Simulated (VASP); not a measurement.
# Ba in VASP: further runs, part 2 of 2

VASP 6.6.1. Earlier steps stand in the parts before.

### Step 3. Single point, PBE, collinear spin

This run uses another cell than the first one.

Input file INCAR:

```
PREC     = Accurate       # precision mode
ENCUT    = 520            # plane-wave cutoff, eV
EDIFF    = 1E-6           # SCF threshold, eV
ISMEAR   = 0              # smearing method
SIGMA    = 0.05           # smearing width, eV
LREAL    = False          # projectors in reciprocal space
LASPH    = True           # aspherical terms in the spheres
NELM     = 150            # most SCF steps
ALGO     = Fast           # electronic algorithm
ISIF     = 2              # what is computed and relaxed
LWAVE    = False          # write WAVECAR
LCHARG   = False          # write CHGCAR
ISPIN    = 2              # spin polarisation
MAGMOM   = 0.5            # initial moments
LORBIT   = 11             # projections on sites
GGA      = PE             # functional
NBANDS   = 15             # bands
```

Input file KPOINTS:

```
Automatic mesh
0
Gamma
  1 1 17
```

Input file POSCAR:

```
Ba
1.0
    9.0000000000      0.0000000000      0.0000000000
    0.0000000000      9.3000000000      0.0000000000
    0.0000000000      0.0000000000      4.1741580632
Ba
1
Direct
    0.5000000000      0.5000000000      0.0000000000
```

Potentials or basis: VASP PAW PBE potentials, release 64 (Ba_sv).

Started as:

```bash
> cat potpaw_PBE.64/Ba_sv/POTCAR > POTCAR
> mpirun -np 1 vasp_std > vasp.out
```

OUTCAR:

```text
PREC = Accurate
   ENCUT = 520
   EDIFF = 1E-6
   ISMEAR = 0
   LREAL = False
   LASPH = True
   NELM = 150
   ISIF = 2
   ISPIN = 2
   LORBIT = 11
   GGA = PE

 ion  position               nearest neighbor table
   1  0.500  0.500  0.000-

  LATTYP: Found a simple orthorhombic cell.
 ALAT       =     4.1741580632
 B/A-ratio  =     2.1561234299
 C/A-ratio  =     2.2279942109

  Lattice vectors:

 A1 = (   0.0000000000,   0.0000000000,   4.1741580632)
 A2 = (   9.0000000000,   0.0000000000,   0.0000000000)
 A3 = (   0.0000000000,   9.3000000000,   0.0000000000)

Analysis of symmetry for initial positions (statically):
=====================================================================
 Subroutine PRICEL returns:
 Original cell was already a primitive cell.

 Routine SETGRP: Setting up the symmetry group for a
 simple orthorhombic supercell.

 Subroutine GETGRP returns: Found  8 space group operations
 (whereof  8 operations were pure point group operations)
 out of a pool of  8 trial point group operations.

The static configuration has the point symmetry D_2h.

Analysis of symmetry for dynamics (positions and initial velocities):
=====================================================================
 Subroutine PRICEL returns:
 Original cell was already a primitive cell.

 Routine SETGRP: Setting up the symmetry group for a
 simple orthorhombic supercell.

 Subroutine GETGRP returns: Found  8 space group operations
 (whereof  8 operations were pure point group operations)
 out of a pool of  8 trial point group operations.

The dynamic configuration has the point symmetry D_2h.

Analysis of structural, dynamic, and magnetic symmetry:
=====================================================================
 Subroutine PRICEL returns:
 Original cell was already a primitive cell.

 Routine SETGRP: Setting up the symmetry group for a
 simple orthorhombic supercell.

 Subroutine GETGRP returns: Found  8 space group operations
 (whereof  8 operations were pure point group operations)
 out of a pool of  8 trial point group operations.

The overall configuration has the point symmetry D_2h.

 Subroutine INISYM returns: Found  8 space group operations
 (whereof  8 operations are pure point group operations),
 and found     1 'primitive' translations

----------------------------------------------------------------------------------------

                                     Primitive cell

  volume of cell :     349.3770

  direct lattice vectors                    reciprocal lattice vectors
     9.000000000  0.000000000  0.000000000     0.111111111  0.000000000  0.000000000
     0.000000000  9.300000000  0.000000000     0.000000000  0.107526882  0.000000000
     0.000000000  0.000000000  4.174158063     0.000000000  0.000000000  0.239569270

  length of vectors
     9.000000000  9.300000000  4.174158063     0.111111111  0.107526882  0.239569270

  position of ions in fractional coordinates (direct lattice)
     0.500000000  0.500000000  0.000000000

  ion indices of the primitive-cell ions
   primitive index   ion index
                 1           1

----------------------------------------------------------------------------------------

 KPOINTS: Automatic mesh

Automatic generation of k-mesh.
 Grid dimensions read from file:
 generate k-points for:    1    1   17

 Generating k-lattice:
[... 59 lines left out ...]
   EMIN   =  10.00;   EMAX   =-10.00  energy-range for DOS
   EFERMI =   0.00;   METHOD = LEGACY
   ISMEAR =     0;   SIGMA  =   0.05  broadening in eV -4-tet -1-fermi 0-gaus
   EFERMI_NEDOS =   21; number of points for ismear=-14 and -15
   IALGO  =     68    algorithm
   IMIX   =      4    mixing-type and parameters
     AMIX     =   0.40;   BMIX     =  1.00
     AMIX_MAG =   1.60;   BMIX_MAG =  1.00
  volume/ion in A,a.u.               =     349.38      2357.71
  Fermi-wavevector in a.u.,A,eV,Ry     =   0.500776  0.946329  3.412021  0.250776
  Thomas-Fermi vector in A             =   1.508953
   LORBIT       =     11    0 simple, 1 ext, 2 COOP (PROOUT), +10 PAW based schemes
   GGA     = PE    functional components
   LHFCALC =     F    Hartree Fock is set to
   AEXX    =    0.0000 exact exchange contribution
   IVDW    =     0    specifies the selected vdW correction
   LEPSILON=     F    determine dielectric tensor
   LRPA    =     F    only Hartree local field effects (RPA)
 spin polarized calculation
 RMM-DIIS sequential band-by-band and
 Gauss-broadening in eV      SIGMA  =   0.05
  energy-cutoff  :      520.00
  volume of cell :      349.38
 maximum number of plane-waves:      9441
 NGX is ok and might be reduce to    70
   NGX = 33   NGY = 35   NGZ = 15

 number of electron      10.0000000 magnetization       0.7058700

 Free energy of the ion-electron system (eV)
  ---------------------------------------------------
  ext. energy  EPLUGINS =         0.00000000
  ---------------------------------------------------
  free energy    TOTEN  =        -0.51712258 eV

  energy without entropy =       -0.51409597  energy(sigma->0) =       -0.51560927

 E-fermi :  -1.4605     XC(G=0):  -2.8199

 val. band max:       -1.4772102717   @ k =   0.0000   0.0000   0.3529
 cond. band min:      -1.4442462236   @ k =   0.0000   0.0000   0.3529
 fundamental gap:      0.0329640481
 Fermi energy:        -1.4605384163

 spin component 1

 k-point     1 :       0.0000    0.0000    0.0000
  band No.  band energies     occupation
      1     -31.6428      1.00000
      2     -16.8688      1.00000
      3     -16.8660      1.00000
      4     -16.4811      1.00000
      5      -3.1944      1.00000
      6      -1.3080      0.00001
      7      -0.9353      0.00000
      8      -0.7505      0.00000
      9      -0.4967      0.00000
     10      -0.4189      0.00000
     11       0.9195      0.00000
     12       0.9420      0.00000
     13       0.9616      0.00000
     14       1.6623      0.00000
[... 130 lines left out ...]
      1     -31.6138      1.00000
      2     -16.8998      1.00000
      3     -16.8213      1.00000
      4     -16.8182      1.00000
      5      -1.6769      1.00000
      6      -1.6456      1.00000
      7      -0.7563      0.00000
      8      -0.3269      0.00000
      9      -0.0815      0.00000
     10      -0.0220      0.00000
     11       1.9158      0.00000
     12       1.9992      0.00000
     13       2.3731      0.00000
     14       2.4118      0.00000
     15       2.7084      0.00000
 Fermi energy:        -1.4605384163

 spin component 2

 k-point     1 :       0.0000    0.0000    0.0000
  band No.  band energies     occupation
      1     -31.5378      1.00000
      2     -16.7500      1.00000
      3     -16.7346      1.00000
      4     -16.2649      1.00000
      5      -2.7554      1.00000
      6      -1.1956      0.00000
      7      -0.7767      0.00000
      8      -0.5767      0.00000
      9      -0.1774      0.00000
     10      -0.1333      0.00000
     11       1.0187      0.00000
     12       1.3530      0.00000
     13       1.3777      0.00000
     14       1.7662      0.00000
[... 131 lines left out ...]
      2     -16.7064      1.00000
      3     -16.6911      1.00000
      4     -16.6723      1.00000
      5      -1.1360      0.00000
      6      -1.1089      0.00000
      7      -0.6577      0.00000
      8       0.0017      0.00000
      9       0.0708      0.00000
     10       0.1292      0.00000
     11       1.9755      0.00000
     12       2.0345      0.00000
     13       2.6014      0.00000
     14       2.6816      0.00000
     15       2.8264      0.00000

------------------------ aborting loop because EDIFF is reached ----------------------------------------

  FORCE on cell =-STRESS in cart. coord.  units (eV):
  Direction    XX          YY          ZZ          XY          YZ          ZX
  --------------------------------------------------------------------------------------
  -------------------------------------------------------------------------------------
  Total       -0.3475035     -0.2617054      0.0397300      0.0000000      0.0000000      0.0000000
  in kB       -1.5935855     -1.2001320      0.1821943      0.0000000      0.0000000      0.0000000
  external PRESSURE =      -0.8705078 kB  Pullay stress =       0.0000000 kB

 VOLUME and BASIS-vectors are now :
 -----------------------------------------------------------------------------
  energy-cutoff  :      520.00
  volume of cell :      349.38
      direct lattice vectors                 reciprocal lattice vectors
     9.000000000  0.000000000  0.000000000     0.111111111  0.000000000  0.000000000
     0.000000000  9.300000000  0.000000000     0.000000000  0.107526882  0.000000000
     0.000000000  0.000000000  4.174158063     0.000000000  0.000000000  0.239569270

 POSITION                                       TOTAL-FORCE (eV/Angst)
 -----------------------------------------------------------------------------------
      4.50000      4.65000      0.00000         0.000000      0.000000      0.000000
 -----------------------------------------------------------------------------------
    total drift:                                0.000000      0.000000      0.000000

  FREE ENERGIE OF THE ION-ELECTRON SYSTEM (eV)
  ---------------------------------------------------
  free  energy   TOTEN  =        -0.5171225787 eV

  energy  without entropy=       -0.5140959705  energy(sigma->0) =       -0.51560927

 total charge

# of ion       s       p       d       tot
------------------------------------------
    1        2.083   5.547   0.230   7.860

 magnetization (x)

# of ion       s       p       d       tot
------------------------------------------
    1        0.007   0.003   0.204   0.214
```

Run time: 5.6 min. Hardware: 1 thread of Oxide Virtual Turin-like, shared host; peak memory 0.48 GiB.

Results:

- Free energy: -0.5171 eV
- Net moment: 0.71 μB per cell
- Site moments: Ba +0.21 μB
- Valence electrons inside the program's atomic spheres: Ba 7.86

Caveat: spin-orbit coupling is left out, which moves the levels of the heavy elements.
